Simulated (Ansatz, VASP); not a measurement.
# One calculation of P, two programs

POSCAR

```
P
1.0
    3.2904850401      0.0000000000      0.0000000000
    0.0000000000     34.8586007868      0.0000000000
    0.0000000000      0.0000000000      4.6361280531
P
4
Direct
    0.0000000000      0.9701265430      0.5914832098
    0.0000000000      0.0298734570      0.4085167902
    0.5000000000      0.0298734570      0.0914832098
    0.5000000000      0.9701265430      0.9085167902
```

File INCAR.step1:

```
ALGO = Normal ; EDIFF = 1E-4
ENCUT = 520 ; GGA = PE
ISMEAR = 0 ; LASPH = True
LCHARG = False ; LREAL = False
LWAVE = True ; NBANDS = 18
NELM = 80 ; PREC = Accurate
SIGMA = 0.05
```

The input INCAR.step2:

```
ALGO = Normal ; EDIFF = 1E-6
ENCUT = 520 ; ISIF = 2
ISMEAR = 0 ; ISTART = 1
LASPH = True ; LCHARG = True
LELF = True ; LMIXTAU = True
LREAL = False ; LVHAR = True
LWAVE = False ; METAGGA = R2SCAN
NBANDS = 18 ; NELM = 80
PREC = Accurate ; SIGMA = 0.05
```

The input KPOINTS:

```
k-points
0
Gamma
  8 1 6
```

Input for Ansatz:

```yaml
crystal:
  lattice:
    - [3.2904850351, 0.0, 0.0]
    - [0.0, 34.8586008271, 0.0]
    - [0.0, 0.0, 4.636128024]
  atoms:
    - { symbol: P, position: [0.0, 0.9701265428, 0.5914832082] }
    - { symbol: P, position: [0.0, 0.0298734572, 0.4085167918] }
    - { symbol: P, position: [0.5, 0.0298734572, 0.0914832082] }
    - { symbol: P, position: [0.5, 0.9701265428, 0.9085167918] }
basis:
  ecutwfc: 500
kpoints:
  mp_grid: { grid: [8, 1, 6] }
hamiltonian:
  xc: r2scan
scf:
  occupations: { method: gaussian, width: 0.05 }
output:
  forces: true
  stress: true
  eigenvalues: true
  write_density: true
  write_potential: true
  elf: true
  volumetric_format: npy
```

Alike in both runs: task single point; functional r2SCAN; k mesh 8 × 1 × 6; occupations gaussian, width 0.05 eV; no spin polarisation.

```csv
,VASP,Ansatz
version,VASP 6.6.1,Ansatz 0.2.0
potentials or method,"VASP PAW PBE potentials, release 64 (P), cutoff 520 eV","scalar-relativistic, plane waves, PAW"
valence electrons in the cell,20,20
```

|  | VASP | Ansatz | Ansatz less VASP |
| --- | --- | --- | --- |
| gap on the k mesh at the Fermi level (eV) | 1.12 | 1.10 | -0.028 |
| least direct gap on the mesh (eV) | 1.12 | 1.10 | -0.028 |
| rms of the force components (eV/Å) | 0.057 | 0.000 | -0.0570 |

VASP's potentials were made for PBE, not for r2SCAN. Atom by atom the forces differ by 0.057 eV/Å (rms over components). Ansatz's warnings: xc potential rough in thin density.
